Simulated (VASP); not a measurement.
Input of a VASP 6.6.1 run:

File POSCAR:

```
PbS
1.0
    4.0896976867      0.0000000000      0.0000000000
   -2.0448488433      3.5417820905      0.0000000000
    0.0000000000      0.0000000000      3.7881670000
Pb S
1 1
Direct
    0.0000000000      0.0000000000      0.0000000000
    0.6666666667      0.3333333333      0.5000000000
```

File INCAR.step1:

```
PREC     = Accurate       # precision mode
ENCUT    = 520            # plane-wave cutoff, eV
EDIFF    = 1E-5           # SCF threshold, eV
ISMEAR   = -1             # smearing method
SIGMA    = 0.05           # smearing width, eV
LREAL    = F              # projectors in reciprocal space
LASPH    = T              # aspherical terms in the spheres
NELM     = 60             # most SCF steps
ALGO     = Normal         # electronic algorithm
ISIF     = 2              # what is computed and relaxed
LWAVE    = T              # write WAVECAR
NBANDS   = 17             # bands
GGA      = PE             # functional
```

File INCAR.step2:

```
PREC     = Accurate       # precision mode
ENCUT    = 520            # plane-wave cutoff, eV
EDIFF    = 1E-7           # SCF threshold, eV
ISMEAR   = -1             # smearing method
SIGMA    = 0.05           # smearing width, eV
LREAL    = F              # projectors in reciprocal space
LASPH    = T              # aspherical terms in the spheres
NELM     = 60             # most SCF steps
ALGO     = Normal         # electronic algorithm
ISIF     = 2              # what is computed and relaxed
LWAVE    = F              # write WAVECAR
LCHARG   = T              # write CHGCAR
GGA      = PE             # functional
LHFCALC  = T              # exact exchange
AEXX     = 0.25           # exact-exchange fraction
HFSCREEN = 0.3            # screening, 1/A
PRECFOCK = Normal       
LELF     = T              # ELF
LVHAR    = T            
NBANDS   = 17             # bands
ISTART   = 1
```

The input KPOINTS:

```
Automatic mesh
0
Gamma
  4 4 4
```

Potentials or basis: VASP PAW PBE potentials, release 64 (Pb_d, S).

Launch:

```sh
$ cat potpaw_PBE.64/Pb_d/POTCAR potpaw_PBE.64/S/POTCAR > POTCAR
$ cp INCAR.step1 INCAR
$ mpirun -np 1 vasp_std > vasp.out
$ cp INCAR.step2 INCAR
$ mpirun -np 1 vasp_std > vasp.out
```

Task: Predict the pressure.

Result: -1.1 GPa.

Task: Predict the band gap on the k mesh.

Result: 0.51 eV (least direct gap 1.21 eV).

Stress tensor (GPa, compression positive):
```
-1.16  0.00  0.00
 0.00 -1.16  0.00
 0.00  0.00 -0.82
```

Caveat: the k points lie up to 0.44 Å⁻¹ apart; the PAW data sets were made with another functional, which shifts forces and pressure a little; spin-orbit coupling is left out, which moves the levels of the heavy elements. A k mesh can miss the band edges.
